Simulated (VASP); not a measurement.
# TiSi3W in VASP: notebook

TiSi3W is run at these levels: PBE; tasks: single point.

Program: VASP 6.6.1. These are calculated values, not measurements. Logs are shortened: lines on timing, memory, paths and dates and some standing lists are left out, and cuts for length are marked.

### 1 The cell of the first run

The typed cell holds 5 atoms: a = 4.969 Å, b = 4.969 Å, c = 5.006 Å, α = 90.00°, β = 90.00°, γ = 120.00°.

The cell was built from a structure type or drawn by symmetry, and may not be a known phase.

### 2 Single point, PBE

Contents of INCAR:

```
PREC = Accurate
ENCUT = 520
EDIFF = 1E-6
ISMEAR = 0
SIGMA = 0.1
LREAL = False
LASPH = True
NELM = 60
ALGO = Normal
ISIF = 2
LWAVE = False
LCHARG = False
GGA = PE
NBANDS = 27
```

Contents of KPOINTS:

```
Automatic mesh
0
Gamma
  6 6 4
```

Contents of POSCAR:

```
TiSi3W
1.0
    4.9685611339      0.0000000000      0.0000000000
   -2.4842805669      4.3029001622      0.0000000000
    0.0000000000      0.0000000000      5.0057147866
Ti Si W
1 3 1
Direct
    0.0000000000      0.0000000000      0.0000000000
    0.5001545661      0.0000000000      0.5000000000
    0.0000000000      0.5001545661      0.5000000000
    0.4998454339      0.4998454339      0.5000000000
    0.0000000000      0.0000000000      0.5000000000
```

Potentials or basis: VASP PAW PBE potentials, release 64 (Ti_sv, Si, W_sv).

Run with:

```sh
cat potpaw_PBE.64/Ti_sv/POTCAR potpaw_PBE.64/Si/POTCAR potpaw_PBE.64/W_sv/POTCAR > POTCAR
mpirun -np 1 vasp_std > vasp.out
```

OUTCAR:

```text
PREC = Accurate
   ENCUT = 520
   EDIFF = 1E-6
   ISMEAR = 0
   LREAL = False
   LASPH = True
   NELM = 60
   ISIF = 2
   GGA = PE

 ion  position               nearest neighbor table
   1  0.000  0.000  0.000-   5 2.50   5 2.50
   2  0.500  0.000  0.500-   5 2.48   4 2.48   4 2.48   3 2.48   3 2.48   5 2.49
   3  0.000  0.500  0.500-   5 2.48   4 2.48   4 2.48   2 2.48   2 2.48   5 2.49
   4  0.500  0.500  0.500-   5 2.48   2 2.48   2 2.48   3 2.48   3 2.48   5 2.49
   5  0.000  0.000  0.500-   3 2.48   2 2.48   4 2.48   3 2.49   2 2.49   4 2.49   1 2.50   1 2.50

  LATTYP: Found a hexagonal cell.
 ALAT       =     4.9685611339
 C/A-ratio  =     1.0074777489

  Lattice vectors:

 A1 = (   4.9685611339,   0.0000000000,   0.0000000000)
 A2 = (  -2.4842805669,   4.3029001622,   0.0000000000)
 A3 = (   0.0000000000,   0.0000000000,   5.0057147866)

Analysis of symmetry for initial positions (statically):
=====================================================================
 Subroutine PRICEL returns:
 Original cell was already a primitive cell.

 Routine SETGRP: Setting up the symmetry group for a
 hexagonal supercell.

 Subroutine GETGRP returns: Found 12 space group operations
 (whereof 12 operations were pure point group operations)
 out of a pool of 24 trial point group operations.

The static configuration has the point symmetry D_3h.

Analysis of symmetry for dynamics (positions and initial velocities):
=====================================================================
 Subroutine PRICEL returns:
 Original cell was already a primitive cell.

 Routine SETGRP: Setting up the symmetry group for a
 hexagonal supercell.

 Subroutine GETGRP returns: Found 12 space group operations
 (whereof 12 operations were pure point group operations)
 out of a pool of 24 trial point group operations.

The dynamic configuration has the point symmetry D_3h.

 Subroutine INISYM returns: Found 12 space group operations
 (whereof 12 operations are pure point group operations),
 and found     1 'primitive' translations

----------------------------------------------------------------------------------------

                                     Primitive cell

  volume of cell :     107.0183

  direct lattice vectors                    reciprocal lattice vectors
     4.968561134  0.000000000  0.000000000     0.201265512  0.116200697  0.000000000
    -2.484280567  4.302900162  0.000000000     0.000000000  0.232401395  0.000000000
     0.000000000  0.000000000  5.005714787     0.000000000  0.000000000  0.199771670

  length of vectors
     4.968561134  4.968561134  5.005714787     0.232401395  0.232401395  0.199771670

  position of ions in fractional coordinates (direct lattice)
     0.000000000  0.000000000  0.000000000
     0.500154566  0.000000000  0.500000000
     0.000000000  0.500154566  0.500000000
     0.499845434  0.499845434  0.500000000
     0.000000000  0.000000000  0.500000000

  ion indices of the primitive-cell ions
   primitive index   ion index
                 1           1
                 2           2
                 3           3
                 4           4
                 5           5

----------------------------------------------------------------------------------------

 KPOINTS: Automatic mesh

Automatic generation of k-mesh.
 Grid dimensions read from file:
 generate k-points for:    6    6    4

 Generating k-lattice:

  Cartesian coordinates                     Fractional coordinates (reciprocal lattice)
     0.033544252  0.019366783  0.000000000     0.166666667  0.000000000  0.000000000
     0.000000000  0.038733566  0.000000000     0.000000000  0.166666667  0.000000000
     0.000000000  0.000000000  0.049942917     0.000000000  0.000000000  0.250000000

  Length of vectors
     0.038733566  0.038733566  0.049942917

  Shift w.r.t. Gamma in fractional coordinates (k-lattice)
     0.000000000  0.000000000  0.000000000

 Subroutine IBZKPT returns following result:
 ===========================================

 Found     21 irreducible k-points:

 Following reciprocal coordinates:
            Coordinates               Weight
  0.000000  0.000000  0.000000      1.000000
  0.166667 -0.000000  0.000000      6.000000
  0.333333 -0.000000  0.000000      6.000000
  0.500000  0.000000  0.000000      3.000000
  0.166667  0.166667  0.000000      6.000000
  0.333333  0.166667  0.000000     12.000000
[... 13 lines left out ...]
  0.333333  0.166667  0.500000     12.000000
  0.333333  0.333333  0.500000      2.000000
   k-points           NKPTS =     21   k-points in BZ     NKDIM =     21   number of bands    NBANDS=     27
   number of dos      NEDOS =    301   number of ions     NIONS =      5
   total plane-waves  NPLWV =  64000
   dimension x,y,z NGX =    40 NGY =   40 NGZ =   40
   dimension x,y,z NGXF=    80 NGYF=   80 NGZF=   80
   ions per type =               1   3   1
   NGX,Y,Z   is equivalent  to a cutoff of  13.38, 13.38, 13.28 a.u.
   NGXF,Y,Z  is equivalent  to a cutoff of  26.77, 26.77, 26.57 a.u.
 SYSTEM =  unknown system
   PREC   = accura    normal or accurate (medium, high low for compatibility)
   ISTART =      0    job   : 0-new  1-cont  2-samecut
   ICHARG =      2    charge: 1-file 2-atom 10-const
   ISPIN  =      1    spin polarized calculation?
   LNONCOLLINEAR =      F non collinear calculations
   LSORBIT =      F    spin-orbit coupling
   LASPH  =      T    aspherical Exc in radial PAW
   ENCUT  =  520.0 eV  38.22 Ry    6.18 a.u.   9.24  9.24  9.31*2*pi/ulx,y,z
   NELM   =     60;   NELMIN=  2; NELMDL= -5     # of ELM steps
   EDIFF  = 0.1E-05   stopping-criterion for ELM
   LREAL  =      F    real-space projection
   EDIFFG = 0.1E-04   stopping-criterion for IOM
   NSW    =      0    number of steps for IOM
   IBRION =     -1    ionic relax: 0-MD 1-quasi-New 2-CG
   NFREE  =      0    steps in history (QN), initial steepest desc. (CG)
   ISIF   =      2    stress and relaxation
   ISYM   =      2    0-nonsym 1-usesym 2-fastsym
   POTIM  = 0.5000    time-step for ionic-motion
   TEBEG  =    0.0;   TEEND  =   0.0 temperature during run
   PSTRESS=    0.0 pullay stress
   NELECT =      38.0000    total number of electrons
   NUPDOWN=      -1.0000    fix difference up-down
   EMIN   =  10.00;   EMAX   =-10.00  energy-range for DOS
   EFERMI =   0.00;   METHOD = LEGACY
   ISMEAR =     0;   SIGMA  =   0.10  broadening in eV -4-tet -1-fermi 0-gaus
   EFERMI_NEDOS =   21; number of points for ismear=-14 and -15
   IALGO  =     38    algorithm
   IMIX   =      4    mixing-type and parameters
     AMIX     =   0.40;   BMIX     =  1.00
     AMIX_MAG =   1.60;   BMIX_MAG =  1.00
  volume/ion in A,a.u.               =      21.40       144.44
  Fermi-wavevector in a.u.,A,eV,Ry     =   1.159267  2.190696 18.284860  1.343899
  Thomas-Fermi vector in A             =   2.295861
   LORBIT       =      0    0 simple, 1 ext, 2 COOP (PROOUT), +10 PAW based schemes
   GGA     = PE    functional components
   LHFCALC =     F    Hartree Fock is set to
   AEXX    =    0.0000 exact exchange contribution
   IVDW    =     0    specifies the selected vdW correction
   LEPSILON=     F    determine dielectric tensor
   LRPA    =     F    only Hartree local field effects (RPA)
 non-spin polarized calculation
 Gauss-broadening in eV      SIGMA  =   0.10
  energy-cutoff  :      520.00
  volume of cell :      107.02
 maximum number of plane-waves:      2935
 NGX is ok and might be reduce to    40
   NGX = 19   NGY = 19   NGZ = 19

 number of electron      38.0000000 magnetization

 Free energy of the ion-electron system (eV)
  ---------------------------------------------------
  ext. energy  EPLUGINS =         0.00000000
  ---------------------------------------------------
  free energy    TOTEN  =       -33.34827862 eV

  energy without entropy =      -33.32858990  energy(sigma->0) =      -33.33843426

 E-fermi :   6.3789     XC(G=0):  -9.7522

 val. band max:        6.3216575098   @ k =   0.0000   0.0000   0.2500
 cond. band min:       6.4221329709   @ k =   0.3333   0.3333   0.5000
 fundamental gap:      0.1004754611
 Fermi energy:         6.3789430929

 k-point     1 :       0.0000    0.0000    0.0000
  band No.  band energies     occupation
      1     -67.1946      2.00000
      2     -51.3605      2.00000
      3     -31.7124      2.00000
      4     -31.7124      2.00000
      5     -31.4976      2.00000
      6     -27.6496      2.00000
[... 19 lines left out ...]
     26       8.9810      0.00000
     27       8.9960      0.00000

 k-point     2 :       0.1667   -0.0000    0.0000
  band No.  band energies     occupation
      1     -67.1946      2.00000
      2     -51.3605      2.00000
      3     -31.7137      2.00000
      4     -31.7128      2.00000
      5     -31.4976      2.00000
      6     -27.6498      2.00000
[... 19 lines left out ...]
     26       9.0331      0.00000
     27       9.2029      0.00000

 k-point     3 :       0.3333   -0.0000    0.0000
  band No.  band energies     occupation
      1     -67.1946      2.00000
      2     -51.3605      2.00000
      3     -31.7163      2.00000
      4     -31.7136      2.00000
      5     -31.4975      2.00000
      6     -27.6502      2.00000
[... 19 lines left out ...]
     26       9.1434      0.00000
     27       9.2559      0.00000

 k-point     4 :       0.5000    0.0000    0.0000
  band No.  band energies     occupation
      1     -67.1945      2.00000
      2     -51.3605      2.00000
      3     -31.7176      2.00000
      4     -31.7140      2.00000
      5     -31.4975      2.00000
      6     -27.6503      2.00000
[... 19 lines left out ...]
     26       8.6547      0.00000
     27       9.5315      0.00000
[... 426 lines left out ...]
      4     -31.7121      2.00000
      5     -31.3715      2.00000
      6     -27.6533      2.00000
[... 19 lines left out ...]
     26       8.9614      0.00000
     27       9.8186      0.00000

 k-point    20 :       0.3333    0.1667    0.5000
  band No.  band energies     occupation
      1     -67.1945      2.00000
      2     -51.3628      2.00000
      3     -31.7155      2.00000
      4     -31.7131      2.00000
      5     -31.3715      2.00000
      6     -27.6535      2.00000
[... 19 lines left out ...]
     26       8.3863      0.00000
     27       8.7154      0.00000

 k-point    21 :       0.3333    0.3333    0.5000
  band No.  band energies     occupation
      1     -67.1945      2.00000
      2     -51.3628      2.00000
      3     -31.7147      2.00000
      4     -31.7147      2.00000
      5     -31.3714      2.00000
      6     -27.6534      2.00000
[... 19 lines left out ...]
     26       8.0747      0.00000
     27       8.0747      0.00000

------------------------ aborting loop because EDIFF is reached ----------------------------------------

  FORCE on cell =-STRESS in cart. coord.  units (eV):
  Direction    XX          YY          ZZ          XY          YZ          ZX
  --------------------------------------------------------------------------------------
  -------------------------------------------------------------------------------------
  Total        0.0179902      0.0179902      0.3718179      0.0000000     -0.0000000      0.0000000
  in kB        0.2693322      0.2693322      5.5665082      0.0000000     -0.0000000      0.0000000
  external PRESSURE =       2.0350575 kB  Pullay stress =       0.0000000 kB

 VOLUME and BASIS-vectors are now :
 -----------------------------------------------------------------------------
  energy-cutoff  :      520.00
  volume of cell :      107.02
      direct lattice vectors                 reciprocal lattice vectors
     4.968561134  0.000000000  0.000000000     0.201265512  0.116200697  0.000000000
    -2.484280567  4.302900162  0.000000000     0.000000000  0.232401395  0.000000000
     0.000000000  0.000000000  5.005714787     0.000000000  0.000000000  0.199771670

 POSITION                                       TOTAL-FORCE (eV/Angst)
 -----------------------------------------------------------------------------------
      0.00000      0.00000      0.00000        -0.000000      0.000000      0.000000
      2.48505      0.00000      2.50286        -0.011207      0.000000     -0.000000
     -1.24252      2.15212      2.50286         0.005604     -0.009706      0.000000
      1.24176      2.15078      2.50286         0.005604      0.009706     -0.000000
      0.00000      0.00000      2.50286        -0.000000     -0.000000      0.000000
 -----------------------------------------------------------------------------------
    total drift:                               -0.000000     -0.000000      0.000000

  FREE ENERGIE OF THE ION-ELECTRON SYSTEM (eV)
  ---------------------------------------------------
  free  energy   TOTEN  =       -33.3482786192 eV

  energy  without entropy=      -33.3285899018  energy(sigma->0) =      -33.33843426
```

Run time: 64 s. Hardware: 1 thread of Intel Xeon Platinum 8259CL at 2.50GHz (Skylake/Cascade Lake), shared host; peak memory 0.27 GiB.

What came out:

```
Free energy            : -33.3483 eV
Pressure               : 0.2 GPa
Largest force          : 0.011 eV/Å
Band gap on the k mesh : zero (bands 19 and 20 overlap by 0.65 eV)
```

Forces on the atoms (eV/Å):
```
Ti   0.000  0.000  0.000
Si  -0.011  0.000  0.000
Si   0.006 -0.010  0.000
Si   0.006  0.010  0.000
W    0.000  0.000  0.000
```

Stress tensor (GPa, compression positive):
```
0.03 0.00 0.00
0.00 0.03 0.00
0.00 0.00 0.56
```

Caveat: spin-orbit coupling is left out, which moves the levels of the heavy elements.

### 3 Single point, PBE, collinear spin

Contents of INCAR:

```
ALGO = Normal
EDIFF = 1E-6
ENCUT = 520
GGA = PE
ISIF = 2
ISMEAR = 0
ISPIN = 2
LASPH = True
LCHARG = False
LMAXMIX = 4
LORBIT = 11
LREAL = False
LWAVE = False
MAGMOM = 1 0 0 0 0
NBANDS = 31
NELM = 150
PREC = Accurate
SIGMA = 0.1
```

Contents of KPOINTS:

```
k-points
0
Gamma
  6 6 4
```

Contents of POSCAR:

```
TiSi3W
1.0
    4.9685611339      0.0000000000      0.0000000000
   -2.4842805669      4.3029001622      0.0000000000
    0.0000000000      0.0000000000      5.0057147866
Ti Si W
1 3 1
Direct
    0.0000000000      0.0000000000      0.0000000000
    0.5000000000      0.0000000000      0.5000000000
    0.0000000000      0.5000000000      0.5000000000
    0.5000000000      0.5000000000      0.5000000000
    0.0000000000      0.0000000000      0.5000000000
```

Potentials or basis: VASP PAW PBE potentials, release 64 (Ti_sv, Si, W_sv).

Run with:

```sh
cat potpaw_PBE.64/Ti_sv/POTCAR potpaw_PBE.64/Si/POTCAR potpaw_PBE.64/W_sv/POTCAR > POTCAR
mpirun -np 1 vasp_std > vasp.out
```

It took 2.6 min on 1 thread of Intel Xeon Platinum 8259CL at 2.50GHz (Skylake/Cascade Lake), shared host; peak memory 0.35 GiB.

It converged, with:

```
Free energy                                           : -33.3483 eV
Pressure                                              : 0.2 GPa
Band gap on the k mesh                                : zero (filled and empty bands overlap)
Net moment                                            : 0.02 μB per cell
Valence electrons inside the program's atomic spheres : Ti 10.16; Si 1.61; W 12.45
```

Stress tensor (GPa, compression positive):
```
0.06 0.00 0.00
0.00 0.06 0.00
0.00 0.00 0.56
```

Levels at points of the mesh, in eV from the Fermi level:
Spin up:
| k point | band 16 | band 17 | band 18 | band 19 | band 20 | band 21 | band 22 | band 23 |
| --- | --- | --- | --- | --- | --- | --- | --- | --- |
| (0.00, 0.00, 0.00) | -3.49 | -2.61 | -2.61 | -0.90 | 0.40 | 0.40 | 0.50 | 2.05 |
| (0.50, 0.00, 0.00) | -2.94 | -1.46 | -0.36 | 0.06 | 0.49 | 0.64 | 0.89 | 0.91 |
| (0.00, 0.00, 0.50) | -1.62 | -1.62 | -0.71 | -0.41 | -0.41 | 0.15 | 0.56 | 0.69 |
| (0.50, 0.00, 0.50) | -2.28 | -0.56 | -0.23 | -0.16 | -0.12 | 0.26 | 0.44 | 0.48 |
Spin down:
```csv
k point,band 16,band 17,band 18,band 19,band 20,band 21,band 22,band 23
"(0.00, 0.00, 0.00)",-3.49,-2.60,-2.60,-0.89,0.41,0.41,0.50,2.05
"(0.50, 0.00, 0.00)",-2.94,-1.46,-0.36,0.07,0.50,0.66,0.90,0.92
"(0.00, 0.00, 0.50)",-1.62,-1.62,-0.71,-0.40,-0.40,0.16,0.56,0.71
"(0.50, 0.00, 0.50)",-2.28,-0.56,-0.23,-0.15,-0.11,0.28,0.46,0.50
```

Caveat: spin-orbit coupling is left out, which moves the levels of the heavy elements.
